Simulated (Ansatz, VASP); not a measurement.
## One calculation of InSe, two programs

```
CELL_PARAMETERS angstrom
5.94512 -2.08204 0.00000
5.94512 2.08204 0.00000
-1.62046 0.00000 4.38055
ATOMIC_POSITIONS crystal
In 0.88400 0.88400 0.00500
In 0.11600 0.11600 0.99500
Se 0.66000 0.66000 0.64200
Se 0.34000 0.34000 0.35800
```

Change from the starting cell: volume scaled by 1.04, crystal datasets.

Alike in both runs: task electric field gradients; functional PBE; k mesh 7 × 7 × 6; occupations fermi-dirac, width 0.02 eV; no spin polarisation.

|  | VASP | Ansatz |
| --- | --- | --- |
| version | VASP 6.6.1 | Ansatz 0.2.0 |
| potentials or method | VASP PAW PBE potentials, release 64 (In_d, Se), cutoff 520 eV | all-electron PAW with datasets made for the crystal, scalar-relativistic |

VASP gave:

* gap on the k mesh at the Fermi level (eV): 0.86
* pressure (GPa): 0.7
* traceless stress, the component that is largest in VASP (GPa): 1.85
* rms of the force components (eV/Å): 0.351
* size of Vzz on the site where it differs most (V/Å²): 78.6

Which values does Ansatz return?

gap on the k mesh at the Fermi level (eV): 0.86; pressure (GPa): 0.6; traceless stress, the component that is largest in VASP (GPa): 1.84; rms of the force components (eV/Å): 0.353; size of Vzz on the site where it differs most (V/Å²): 82.3.

Atom by atom the forces differ by 0.006 eV/Å (rms over components). Ansatz ran all-electron here, and VASP with PAW potentials.
